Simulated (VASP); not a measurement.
# CdS: electric field gradients with PBEsol

CdS:

```
Cd S
1.0
     4.18921    0.00000    0.00000
    -2.09461    3.62796    0.00000
     0.00000    0.00000    6.83781
Cd S
2 2
Direct
  0.33333 0.66667 0.00000
  0.66667 0.33333 0.50000
  0.33333 0.66667 0.38500
  0.66667 0.33333 0.88500
```

```yaml
Program: VASP 6.6.1
Task: electric field gradients
Functional: PBEsol
Potentials_or_basis: VASP PAW PBE potentials, release 64 (Cd, S)
Cutoff: 520 eV
k_mesh: 7 × 7 × 4
Occupations: fermi-dirac, width 0.01 eV
Spin: no spin polarisation
Dipole_correction: no
Further_INCAR_settings: ALGO = Normal; EDIFF = 1e-08; NBANDS = 26
```

```yaml
Pressure: -2.3 GPa
Largest_force: 0.216 eV/Å
Band_gap_on_the_k_mesh: 1.00 eV
Largest_electric_field_gradient_by_atom: Cd +33.4; S -7.2 V/Å²
```

Forces in eV/Å, atoms in the order of the input:
```
Cd   0.000  0.000  0.216
Cd   0.000  0.000  0.216
S    0.000  0.000 -0.216
S    0.000  0.000 -0.216
```

Stress tensor (GPa, compression positive):
```
-1.79  0.00  0.00
 0.00 -1.79  0.00
 0.00  0.00 -3.40
```

Levels at points of the mesh, in eV from the valence-band top:
```tsv
k point	band 16	band 17	band 18	band 19	band 20	band 21
(0.00, 0.00, 0.00)	-0.02	0.00	0.00	1.00	2.55	6.40
(0.00, 0.00, 0.50)	-0.34	-0.34	-0.34	2.63	2.63	5.97
```

Electric field gradients, principal values (V/Å²):
```
atom    least   middle  greatest (by size)
1 Cd  -16.711  -16.714              33.425
2 Cd  -16.711  -16.714              33.425
 3 S    3.620    3.621              -7.241
 4 S    3.620    3.621              -7.241
```

Run time: 3.2 min on 1 thread of Intel Xeon 8259CL (shared host), peak memory 0.25 GiB.

Caveat: without QUAD_EFG the Cq values of the log hold for a quadrupole moment of 1 mb, not for the nuclei; the PAW data sets were made with another functional, which shifts forces and pressure a little.
